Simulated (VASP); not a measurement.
**In3S2: single point with PBE**

In3S2:

```
In S
1.0
     3.91016    2.25753    3.11513
    -3.91016    2.25753    3.11513
     0.00000   -4.51506    3.11513
In S
3 2
Direct
  0.00000 0.50000 0.00000
  0.00000 0.00000 0.50000
  0.50000 0.00000 0.00000
  0.81876 0.81876 0.81876
  0.18124 0.18124 0.18124
```

| Item | Value |
| --- | --- |
| Program | VASP 6.6.1 |
| Task | single point |
| Functional | PBE |
| Potentials or basis | VASP PAW PBE potentials, release 64 (In_d, S) |
| Cutoff | 520 eV |
| k mesh | 3 × 3 × 3 |
| Occupations | gaussian, width 0.1 eV |
| Spin | no spin polarisation |
| Dipole correction | no |
| Further INCAR settings | ALGO = Normal; EDIFF = 1e-07; NBANDS = 34 |

| Quantity | Value |
| --- | --- |
| Pressure | 14.4 GPa |
| Largest force | 1.059 eV/Å |

Forces in eV/Å, atoms in the order of the input:
```
In   0.000  0.000  0.000
In   0.000  0.000  0.000
In   0.000  0.000  0.000
S    0.000  0.000 -1.059
S    0.000  0.000  1.059
```

Stress tensor (GPa, compression positive):
```
22.70  0.00  0.00
 0.00 22.70  0.00
 0.00  0.00 -2.20
```

Levels at points of the mesh, in eV from the Fermi level:
```csv
k point,band 22,band 23,band 24,band 25,band 26,band 27,band 28,band 29,band 30,band 31
"(0.00, 0.00, 0.00)",-4.05,-3.35,-3.22,-0.78,-0.78,1.59,1.59,2.43,2.64,2.64
```

It took 27 s on 1 thread of AMD EPYC 9R45 96-Core Processor (Zen 5), on a shared host, peak memory 0.22 GiB.

Caveat: the k points lie up to 0.38 Å⁻¹ apart; spin-orbit coupling is left out, which moves the levels of the heavy elements; forces of over 1 eV/Å act on the atoms, so gaps and moduli don't describe the material at rest.
